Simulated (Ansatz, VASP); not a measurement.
**MgS in VASP and in Ansatz**

```
Mg S
1.0
     0.00000    2.59319    2.59319
     2.59319    0.00000    2.59319
     2.59319    2.59319    0.00000
Mg S
1 1
Cartesian
  0.0000 0.0000 0.0000
  2.5932 2.5932 2.5932
```

Change from the starting cell: hydrostatic strain -0.3%.

Alike in both runs: task single point; functional HSE06; k mesh 6 × 6 × 6; no spin polarisation.

|  | VASP | Ansatz |
| --- | --- | --- |
| version | VASP 6.6.1 | Ansatz 0.2.0 |
| potentials or method | VASP PAW PBE potentials, release 64 (Mg, S) | plane waves, PAW |
| plane-wave cutoff (eV) | 520 | 420 |
| occupations | gaussian, width 0.01 eV | fixed |
| valence electrons in the cell | 8 | 16 |

|  | VASP | Ansatz | Ansatz less VASP |
| --- | --- | --- | --- |
| gap on the k mesh at the Fermi level (eV) | 3.77 | 3.83 | +0.053 |
| pressure (GPa) | 0.1 | 0.4 | +0.32 |

VASP's potentials hold 8 valence electrons a cell and Ansatz's 16, so a difference there can come from the potentials and not from the codes. Ansatz's warnings: stress exchange threshold loose, stress scf threshold loose.
